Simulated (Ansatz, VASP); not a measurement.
## Si2GeN in VASP and in Ansatz

```
CELL_PARAMETERS angstrom
2.96665 0.00000 0.00000
0.00000 3.53277 0.00000
0.00000 0.00000 5.69240
ATOMIC_POSITIONS crystal
Si 0.00000 0.50000 0.27085
Si 0.00000 0.50000 0.72915
Ge 0.50000 0.50000 0.50000
N 0.00000 0.00000 0.00000
```

Change from the starting cell: species swapped into the CuAgO2 type (Pmmm, No. 47).

Alike in both runs: task relaxation of cell and atoms; functional PBE; k mesh 6 × 6 × 4; occupations gaussian, width 0.1 eV; no spin polarisation.

```csv
,VASP,Ansatz
version,VASP 6.6.1,Ansatz 0.2.0
potentials or method,"VASP PAW PBE potentials, release 64 (Si, Ge_d, N), cutoff 600 eV","scalar-relativistic, plane waves, PAW"
valence electrons in the cell,27,27
```

Ansatz gave:

| Property | Result |
| --- | --- |
| gap on the k mesh at the Fermi level, each at its own relaxed structure (eV) | none |
| relaxed volume (Å³/atom) | 15.93 |
| relaxed length of the cell vector where the two differ most in proportion (Å) | 4.167 |

Which values does VASP return?

gap on the k mesh at the Fermi level, each at its own relaxed structure (eV): none; relaxed volume (Å³/atom): 15.61; relaxed length of the cell vector where the two differ most in proportion (Å): 4.019.

A gap of «none» marks a metal or a gap that the smearing closes.
